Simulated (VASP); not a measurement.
Crystal: B.

```xyz
4
Lattice="-1.6136 0.0028 -0.0097 -0.0235 -0.0684 -3.9100 0.0097 -5.7003 -0.1001" Properties=species:S:1:pos:R:3 pbc="T T T"
B    -1.6983   -5.7256   -1.3901
B    -1.7206   -2.9162   -1.5882
B    -0.7851   -4.2677   -2.4867
B    -0.6595   -1.4699   -2.6345
```

| Quantity | Value |
| --- | --- |
| Program | VASP 6.6.1 |
| Task | relaxation of cell and atoms |
| Functional | PBE |
| Potentials or basis | VASP PAW PBE potentials, release 64 (B) |
| Cutoff | 600 eV |
| k mesh | 12 × 6 × 4 |
| Occupations | gaussian, width 0.2 eV |
| Spin | no spin polarisation |

At the start: pressure -0.7 GPa; volume 8.99 Å³/atom.

Problem. Where does the relaxation end?

Solution. Over 19 steps the energy falls by 157.7 meV/atom and the volume is 9.01 Å³/atom (+0.2 %); space group P-1 (No. 2, to 0.05 Å).

Step by step:
```csv
step,energy change (eV),largest force (eV/Å),pressure (GPa),volume (Å³)
1,0.0000,1.6607,-0.66,35.95
2,-0.3777,0.9900,-0.91,35.72
3,-0.3908,0.9036,-0.63,35.66
4,-0.5336,0.6854,-4.92,35.39
5,-0.5395,0.6645,-5.48,35.33
6,-0.5807,0.4826,5.23,33.90
7,-0.5954,0.3935,1.38,34.37
8,-0.6097,0.1451,0.84,34.65
9,-0.6111,0.2238,0.64,34.77
10,-0.6169,0.1989,-0.01,35.01
11,-0.6206,0.2279,-1.04,35.41
12,-0.6240,0.2022,-0.09,35.44
13,-0.6251,0.1876,0.82,35.48
14,-0.6277,0.1368,0.58,35.61
15,-0.6302,0.0840,-0.09,36.01
16,-0.6303,0.0732,0.02,35.94
17,-0.6307,0.0389,0.02,35.98
18,-0.6308,0.0266,0.03,36.01
19,-0.6309,0.0124,0.02,36.03
```

Final structure:
```
CELL_PARAMETERS angstrom
-1.62830 0.00107 -0.05971
-0.14685 -0.02198 -3.88071
-0.00229 -5.71008 -0.02555
ATOMIC_POSITIONS crystal
B 0.01917 0.39189 0.00085
B 0.01906 0.39232 0.50079
B 0.48092 0.60778 0.74928
B 0.48085 0.60802 0.24909
```
